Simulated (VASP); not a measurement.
# W (Pm-3m) in VASP: notebook

The runs below take W through single point, relaxation of cell and atoms, with revPBE.

All numbers are computed with VASP 6.6.1; they aren't measurements. Logs are shortened: lines on timing, memory, paths and dates and some standing lists are left out, and cuts for length are marked.

## Step 1: The cell of the first run

Symmetry: Pm-3m, No. 221, cubic system. The conventional cell has a = 2.681 Å, b = 2.681 Å, c = 2.681 Å, α = 90.00°, β = 90.00°, γ = 90.00°. Within 3.5 Å of W (site symmetry m-3m) lie 6 W at 2.68 Å.

## Step 2: Single point, revPBE (volume scaled by 1.04)

INCAR

```
  PREC = Accurate
  ENCUT = 520
  EDIFF = 1E-6
  ISMEAR = -1
  SIGMA = 0.1
  LREAL = F
  LASPH = T
  NELM = 80
  ALGO = Normal
  ISIF = 2
  LWAVE = F
  LCHARG = F
  GGA = RE
  NBANDS = 13
```

KPOINTS

```
Automatic mesh
0
Gamma
  13 13 13
```

POSCAR

```
W
1.0
    2.6814026820      0.0000000000      0.0000000000
    0.0000000000      2.6814026820      0.0000000000
    0.0000000000      0.0000000000      2.6814026820
W
1
Direct
    0.0000000000      0.0000000000      0.0000000000
```

Potentials or basis: VASP PAW PBE potentials, release 64 (W_sv).

Command:

```console
$ cat potpaw_PBE.64/W_sv/POTCAR > POTCAR
$ mpirun -np 1 vasp_std > vasp.out
```

OUTCAR:

```text
PREC = Accurate
   ENCUT = 520
   EDIFF = 1E-6
   ISMEAR = -1
   LREAL = F
   LASPH = T
   NELM = 80
   ISIF = 2
   GGA = RE

 ion  position               nearest neighbor table
   1  0.000  0.000  0.000-

  LATTYP: Found a simple cubic cell.
 ALAT       =     2.6814026820

  Lattice vectors:

 A1 = (   2.6814026820,   0.0000000000,   0.0000000000)
 A2 = (   0.0000000000,   2.6814026820,   0.0000000000)
 A3 = (   0.0000000000,   0.0000000000,   2.6814026820)

Analysis of symmetry for initial positions (statically):
=====================================================================
 Subroutine PRICEL returns:
 Original cell was already a primitive cell.

 Routine SETGRP: Setting up the symmetry group for a
 simple cubic supercell.

 Subroutine GETGRP returns: Found 48 space group operations
 (whereof 48 operations were pure point group operations)
 out of a pool of 48 trial point group operations.

The static configuration has the point symmetry O_h .

Analysis of symmetry for dynamics (positions and initial velocities):
=====================================================================
 Subroutine PRICEL returns:
 Original cell was already a primitive cell.

 Routine SETGRP: Setting up the symmetry group for a
 simple cubic supercell.

 Subroutine GETGRP returns: Found 48 space group operations
 (whereof 48 operations were pure point group operations)
 out of a pool of 48 trial point group operations.

The dynamic configuration has the point symmetry O_h .

 Subroutine INISYM returns: Found 48 space group operations
 (whereof 48 operations are pure point group operations),
 and found     1 'primitive' translations

----------------------------------------------------------------------------------------

                                     Primitive cell

  volume of cell :      19.2791

  direct lattice vectors                    reciprocal lattice vectors
     2.681402682  0.000000000  0.000000000     0.372939136  0.000000000  0.000000000
     0.000000000  2.681402682  0.000000000     0.000000000  0.372939136  0.000000000
     0.000000000  0.000000000  2.681402682     0.000000000  0.000000000  0.372939136

  length of vectors
     2.681402682  2.681402682  2.681402682     0.372939136  0.372939136  0.372939136

  position of ions in fractional coordinates (direct lattice)
     0.000000000  0.000000000  0.000000000

  ion indices of the primitive-cell ions
   primitive index   ion index
                 1           1
[... 73 lines left out ...]
   LREAL  =      F    real-space projection
   EDIFFG = 0.1E-04   stopping-criterion for IOM
   NSW    =      0    number of steps for IOM
   IBRION =     -1    ionic relax: 0-MD 1-quasi-New 2-CG
   NFREE  =      0    steps in history (QN), initial steepest desc. (CG)
   ISIF   =      2    stress and relaxation
   ISYM   =      2    0-nonsym 1-usesym 2-fastsym
   POTIM  = 0.5000    time-step for ionic-motion
   TEBEG  =    0.0;   TEEND  =   0.0 temperature during run
   PSTRESS=    0.0 pullay stress
   NELECT =      14.0000    total number of electrons
   NUPDOWN=      -1.0000    fix difference up-down
   EMIN   =  10.00;   EMAX   =-10.00  energy-range for DOS
   EFERMI =   0.00;   METHOD = LEGACY
   ISMEAR =    -1;   SIGMA  =   0.10  broadening in eV -4-tet -1-fermi 0-gaus
   EFERMI_NEDOS =   21; number of points for ismear=-14 and -15
   IALGO  =     38    algorithm
   IMIX   =      4    mixing-type and parameters
     AMIX     =   0.40;   BMIX     =  1.00
     AMIX_MAG =   1.60;   BMIX_MAG =  1.00
  volume/ion in A,a.u.               =      19.28       130.10
  Fermi-wavevector in a.u.,A,eV,Ry     =   1.471484  2.780701 29.460211  2.165264
  Thomas-Fermi vector in A             =   2.586614
   LORBIT       =      0    0 simple, 1 ext, 2 COOP (PROOUT), +10 PAW based schemes
   GGA     = RE    functional components
   LHFCALC =     F    Hartree Fock is set to
   AEXX    =    0.0000 exact exchange contribution
   IVDW    =     0    specifies the selected vdW correction
   LEPSILON=     F    determine dielectric tensor
   LRPA    =     F    only Hartree local field effects (RPA)
 non-spin polarized calculation
  energy-cutoff  :      520.00
  volume of cell :       19.28
 maximum number of plane-waves:       531
 NGX is ok and might be reduce to    20
   NGX =  9   NGY =  9   NGZ =  9

 number of electron      13.9999994 magnetization

 Free energy of the ion-electron system (eV)
  ---------------------------------------------------
  ext. energy  EPLUGINS =         0.00000000
  ---------------------------------------------------
  free energy    TOTEN  =       -11.07654346 eV

  energy without entropy =      -11.04601828  energy(sigma->0) =      -11.06128087

 E-fermi :   8.8117     XC(G=0): -12.3768

 val. band max:        8.7943073311   @ k =   0.3846   0.1538   0.1538
 cond. band min:       8.8599613502   @ k =   0.3846   0.3077   0.1538
 fundamental gap:      0.0656540191
 Fermi energy:         8.8117275607

 k-point     1 :       0.0000    0.0000    0.0000
  band No.  band energies     occupation
      1     -65.3939      2.00000
      2     -29.0695      2.00000
      3     -29.0695      2.00000
      4     -29.0695      2.00000
      5       0.4779      2.00000
      6       4.7149      2.00000
      7       4.7149      2.00000
      8      13.1590      0.00000
      9      13.1590      0.00000
     10      13.1590      0.00000
     11      22.9847      0.00000
     12      22.9847      0.00000
     13      22.9847      0.00000
[... 354 lines left out ...]
  band No.  band energies     occupation
      1     -65.2752      2.00000
      2     -29.9276      2.00000
      3     -29.7027      2.00000
      4     -28.9231      2.00000
      5       4.5472      2.00000
      6       5.5102      2.00000
      7       9.3107      0.01352
      8      10.4519      0.00000
      9      10.9587      0.00000
     10      11.1535      0.00000
     11      17.8751      0.00000
     12      21.6770      0.00000
     13      25.2592      0.00000

 [... further k-points ...]
[... 5 lines left out ...]
  --------------------------------------------------------------------------------------
  -------------------------------------------------------------------------------------
  Total       -0.9136747     -0.9136747     -0.9136747      0.0000000      0.0000000     -0.0000000
  in kB      -75.9304666    -75.9304666    -75.9304666      0.0000000      0.0000000     -0.0000000
  external PRESSURE =     -75.9304666 kB  Pullay stress =       0.0000000 kB

 VOLUME and BASIS-vectors are now :
 -----------------------------------------------------------------------------
  energy-cutoff  :      520.00
  volume of cell :       19.28
      direct lattice vectors                 reciprocal lattice vectors
     2.681402682  0.000000000  0.000000000     0.372939136  0.000000000  0.000000000
     0.000000000  2.681402682  0.000000000     0.000000000  0.372939136  0.000000000
     0.000000000  0.000000000  2.681402682     0.000000000  0.000000000  0.372939136

 POSITION                                       TOTAL-FORCE (eV/Angst)
 -----------------------------------------------------------------------------------
      0.00000      0.00000      0.00000         0.000000      0.000000      0.000000
 -----------------------------------------------------------------------------------
    total drift:                                0.000000      0.000000      0.000000

  FREE ENERGIE OF THE ION-ELECTRON SYSTEM (eV)
  ---------------------------------------------------
  free  energy   TOTEN  =       -11.0765434553 eV

  energy  without entropy=      -11.0460182843  energy(sigma->0) =      -11.06128087
```

Run time: 18 s. Hardware: 1 thread of Intel Xeon 8259CL, shared host; peak memory 0.14 GiB.

Results:

| Item | Value |
| --- | --- |
| Free energy | -11.0765 eV |
| Pressure | -7.6 GPa |
| Band gap on the k mesh | zero (band 7 reaches 10.54 eV, above the bottom of band 8 at 8.15 eV) |

Caveat: the PAW data sets were made with another functional, which shifts forces and pressure a little; spin-orbit coupling is left out, which moves the levels of the heavy elements.

## Step 3: Single point, revPBE (volume scaled by 1.08)

INCAR

```
PREC     = Accurate       # precision mode
ENCUT    = 520            # plane-wave cutoff, eV
EDIFF    = 1E-6           # SCF threshold, eV
ISMEAR   = -1             # smearing method
SIGMA    = 0.1            # smearing width, eV
LREAL    = False          # projectors in reciprocal space
LASPH    = True           # aspherical terms in the spheres
NELM     = 100            # most SCF steps
ALGO     = Normal         # electronic algorithm
ISIF     = 2              # what is computed and relaxed
LWAVE    = False          # write WAVECAR
LCHARG   = False          # write CHGCAR
GGA      = RE             # functional
NBANDS   = 13             # bands
```

KPOINTS

```
regular mesh
0
Gamma
  13 13 13
```

POSCAR

```
W
1.0
    2.7153480917      0.0000000000      0.0000000000
    0.0000000000      2.7153480917      0.0000000000
    0.0000000000      0.0000000000      2.7153480917
W
1
Direct
    0.0000000000      0.0000000000      0.0000000000
```

Potentials or basis: VASP PAW PBE potentials, release 64 (W_sv).

Command:

```console
$ cat potpaw_PBE.64/W_sv/POTCAR > POTCAR
$ mpirun -np 1 vasp_std > vasp.out
```

OUTCAR:

```text
PREC = Accurate
   ENCUT = 520
   EDIFF = 1E-6
   ISMEAR = -1
   LREAL = False
   LASPH = True
   NELM = 100
   ISIF = 2
   GGA = RE

 ion  position               nearest neighbor table
   1  0.000  0.000  0.000-

  LATTYP: Found a simple cubic cell.
 ALAT       =     2.7153480917

  Lattice vectors:

 A1 = (   2.7153480917,   0.0000000000,   0.0000000000)
 A2 = (   0.0000000000,   2.7153480917,   0.0000000000)
 A3 = (   0.0000000000,   0.0000000000,   2.7153480917)

Analysis of symmetry for initial positions (statically):
=====================================================================
 Subroutine PRICEL returns:
 Original cell was already a primitive cell.

 Routine SETGRP: Setting up the symmetry group for a
 simple cubic supercell.

 Subroutine GETGRP returns: Found 48 space group operations
 (whereof 48 operations were pure point group operations)
 out of a pool of 48 trial point group operations.

The static configuration has the point symmetry O_h .

Analysis of symmetry for dynamics (positions and initial velocities):
=====================================================================
 Subroutine PRICEL returns:
 Original cell was already a primitive cell.

 Routine SETGRP: Setting up the symmetry group for a
 simple cubic supercell.

 Subroutine GETGRP returns: Found 48 space group operations
 (whereof 48 operations were pure point group operations)
 out of a pool of 48 trial point group operations.

The dynamic configuration has the point symmetry O_h .

 Subroutine INISYM returns: Found 48 space group operations
 (whereof 48 operations are pure point group operations),
 and found     1 'primitive' translations

----------------------------------------------------------------------------------------

                                     Primitive cell

  volume of cell :      20.0206

  direct lattice vectors                    reciprocal lattice vectors
     2.715348092  0.000000000  0.000000000     0.368276908  0.000000000  0.000000000
     0.000000000  2.715348092  0.000000000     0.000000000  0.368276908  0.000000000
     0.000000000  0.000000000  2.715348092     0.000000000  0.000000000  0.368276908

  length of vectors
     2.715348092  2.715348092  2.715348092     0.368276908  0.368276908  0.368276908

  position of ions in fractional coordinates (direct lattice)
     0.000000000  0.000000000  0.000000000

  ion indices of the primitive-cell ions
   primitive index   ion index
                 1           1

----------------------------------------------------------------------------------------

 KPOINTS: regular mesh

Automatic generation of k-mesh.
 Grid dimensions read from file:
 generate k-points for:   13   13   13

 Generating k-lattice:

  Cartesian coordinates                     Fractional coordinates (reciprocal lattice)
     0.028328993  0.000000000  0.000000000     0.076923077  0.000000000  0.000000000
     0.000000000  0.028328993  0.000000000     0.000000000  0.076923077  0.000000000
     0.000000000  0.000000000  0.028328993     0.000000000  0.000000000  0.076923077

  Length of vectors
     0.028328993  0.028328993  0.028328993

  Shift w.r.t. Gamma in fractional coordinates (k-lattice)
     0.000000000  0.000000000  0.000000000

 Subroutine IBZKPT returns following result:
 ===========================================

 Found     84 irreducible k-points:

 Following reciprocal coordinates:
            Coordinates               Weight
  0.000000  0.000000  0.000000      1.000000
  0.076923  0.000000  0.000000      6.000000
  0.153846  0.000000  0.000000      6.000000
  0.230769  0.000000  0.000000      6.000000
  0.307692  0.000000  0.000000      6.000000
  0.384615  0.000000  0.000000      6.000000
[... 16 lines left out ...]
  0.307692  0.307692  0.000000     12.000000
  0.384615  0.307692  0.000000     24.000000
 [... further k-points ...]
   k-points           NKPTS =     84   k-points in BZ     NKDIM =     84   number of bands    NBANDS=     13
   number of dos      NEDOS =    301   number of ions     NIONS =      1
   total plane-waves  NPLWV =   8000
   dimension x,y,z NGX =    20 NGY =   20 NGZ =   20
   dimension x,y,z NGXF=    40 NGYF=   40 NGZF=   40
   ions per type =               1
   NGX,Y,Z   is equivalent  to a cutoff of  12.24, 12.24, 12.24 a.u.
   NGXF,Y,Z  is equivalent  to a cutoff of  24.49, 24.49, 24.49 a.u.
 SYSTEM =  unknown system
   PREC   = accura    normal or accurate (medium, high low for compatibility)
   ISTART =      0    job   : 0-new  1-cont  2-samecut
   ICHARG =      2    charge: 1-file 2-atom 10-const
   ISPIN  =      1    spin polarized calculation?
   LNONCOLLINEAR =      F non collinear calculations
   LSORBIT =      F    spin-orbit coupling
   LASPH  =      T    aspherical Exc in radial PAW
   ENCUT  =  520.0 eV  38.22 Ry    6.18 a.u.   5.05  5.05  5.05*2*pi/ulx,y,z
   NELM   =    100;   NELMIN=  2; NELMDL= -5     # of ELM steps
   EDIFF  = 0.1E-05   stopping-criterion for ELM
   LREAL  =      F    real-space projection
   EDIFFG = 0.1E-04   stopping-criterion for IOM
   NSW    =      0    number of steps for IOM
   IBRION =     -1    ionic relax: 0-MD 1-quasi-New 2-CG
   NFREE  =      0    steps in history (QN), initial steepest desc. (CG)
   ISIF   =      2    stress and relaxation
   ISYM   =      2    0-nonsym 1-usesym 2-fastsym
   POTIM  = 0.5000    time-step for ionic-motion
   TEBEG  =    0.0;   TEEND  =   0.0 temperature during run
   PSTRESS=    0.0 pullay stress
   NELECT =      14.0000    total number of electrons
   NUPDOWN=      -1.0000    fix difference up-down
   EMIN   =  10.00;   EMAX   =-10.00  energy-range for DOS
   EFERMI =   0.00;   METHOD = LEGACY
   ISMEAR =    -1;   SIGMA  =   0.10  broadening in eV -4-tet -1-fermi 0-gaus
   EFERMI_NEDOS =   21; number of points for ismear=-14 and -15
   IALGO  =     38    algorithm
   IMIX   =      4    mixing-type and parameters
     AMIX     =   0.40;   BMIX     =  1.00
     AMIX_MAG =   1.60;   BMIX_MAG =  1.00
  volume/ion in A,a.u.               =      20.02       135.11
  Fermi-wavevector in a.u.,A,eV,Ry     =   1.453088  2.745939 28.728233  2.111466
  Thomas-Fermi vector in A             =   2.570395
   LORBIT       =      0    0 simple, 1 ext, 2 COOP (PROOUT), +10 PAW based schemes
   GGA     = RE    functional components
   LHFCALC =     F    Hartree Fock is set to
   AEXX    =    0.0000 exact exchange contribution
   IVDW    =     0    specifies the selected vdW correction
   LEPSILON=     F    determine dielectric tensor
   LRPA    =     F    only Hartree local field effects (RPA)
 non-spin polarized calculation
  energy-cutoff  :      520.00
  volume of cell :       20.02
 maximum number of plane-waves:       552
   NGX = 11   NGY = 11   NGZ = 11

 number of electron      14.0000002 magnetization

 Free energy of the ion-electron system (eV)
  ---------------------------------------------------
  ext. energy  EPLUGINS =         0.00000000
  ---------------------------------------------------
  free energy    TOTEN  =       -11.02720471 eV

  energy without entropy =      -10.99349943  energy(sigma->0) =      -11.01035207

 E-fermi :   8.3417     XC(G=0): -12.1770

 val. band max:        8.3114545306   @ k =   0.4615   0.3846   0.1538
 cond. band min:       8.3639322544   @ k =   0.3846   0.1538   0.1538
 fundamental gap:      0.0524777239
 Fermi energy:         8.3417310413

 k-point     1 :       0.0000    0.0000    0.0000
  band No.  band energies     occupation
      1     -65.8936      2.00000
      2     -29.6094      2.00000
      3     -29.6094      2.00000
      4     -29.6094      2.00000
      5       0.2146      2.00000
      6       4.4414      2.00000
      7       4.4414      2.00000
      8      12.4716      0.00000
      9      12.4716      0.00000
     10      12.4716      0.00000
     11      22.2123      0.00000
     12      22.2123      0.00000
     13      22.2123      0.00000

 k-point     2 :       0.0769    0.0000    0.0000
  band No.  band energies     occupation
      1     -65.8899      2.00000
      2     -29.6674      2.00000
      3     -29.6046      2.00000
      4     -29.6046      2.00000
      5       0.3883      2.00000
      6       4.4854      2.00000
      7       4.6143      2.00000
      8      12.2033      0.00000
      9      12.2033      0.00000
     10      12.4904      0.00000
     11      21.2537      0.00000
[... 339 lines left out ...]
 k-point    24 :       0.3846    0.3077    0.0000
  band No.  band energies     occupation
      1     -65.7925      2.00000
      2     -30.3715      2.00000
      3     -30.1717      2.00000
      4     -29.4806      2.00000
      5       4.2550      2.00000
      6       5.1761      2.00000
      7       8.7810      0.02443
      8       9.9227      0.00000
      9      10.3702      0.00000
     10      10.5848      0.00000
     11      17.0896      0.00000
     12      20.8271      0.00000
     13      24.4293      0.00000

 [... further k-points ...]
[... 5 lines left out ...]
  --------------------------------------------------------------------------------------
  -------------------------------------------------------------------------------------
  Total       -1.7085850     -1.7085850     -1.7085850      0.0000000      0.0000000      0.0000000
  in kB     -136.7321489   -136.7321489   -136.7321489      0.0000000      0.0000000      0.0000000
  external PRESSURE =    -136.7321489 kB  Pullay stress =       0.0000000 kB

 VOLUME and BASIS-vectors are now :
 -----------------------------------------------------------------------------
  energy-cutoff  :      520.00
  volume of cell :       20.02
      direct lattice vectors                 reciprocal lattice vectors
     2.715348092  0.000000000  0.000000000     0.368276908  0.000000000  0.000000000
     0.000000000  2.715348092  0.000000000     0.000000000  0.368276908  0.000000000
     0.000000000  0.000000000  2.715348092     0.000000000  0.000000000  0.368276908

 POSITION                                       TOTAL-FORCE (eV/Angst)
 -----------------------------------------------------------------------------------
      0.00000      0.00000      0.00000         0.000000      0.000000      0.000000
 -----------------------------------------------------------------------------------
    total drift:                                0.000000      0.000000      0.000000

  FREE ENERGIE OF THE ION-ELECTRON SYSTEM (eV)
  ---------------------------------------------------
  free  energy   TOTEN  =       -11.0272047138 eV

  energy  without entropy=      -10.9934994339  energy(sigma->0) =      -11.01035207
```

It took 18 s on 1 thread of Intel Xeon 8259CL, shared host; peak memory 0.14 GiB.

Results:

* Free energy: -11.0272 eV
* Pressure: -13.7 GPa
* Band gap on the k mesh: zero (band 7 reaches 10.00 eV, above the bottom of band 8 at 7.75 eV)

Levels at points of the mesh, in eV from the Fermi level:
```
           k point  band 4  band 5  band 6  band 7  band 8  band 9  band 10  band 11
(0.00, 0.00, 0.00)  -37.95   -8.13   -3.90   -3.90    4.13    4.13     4.13    13.87
```

Caveat: the PAW data sets were made with another functional, which shifts forces and pressure a little; spin-orbit coupling is left out, which moves the levels of the heavy elements.

(Continued in part 2 of 2.)
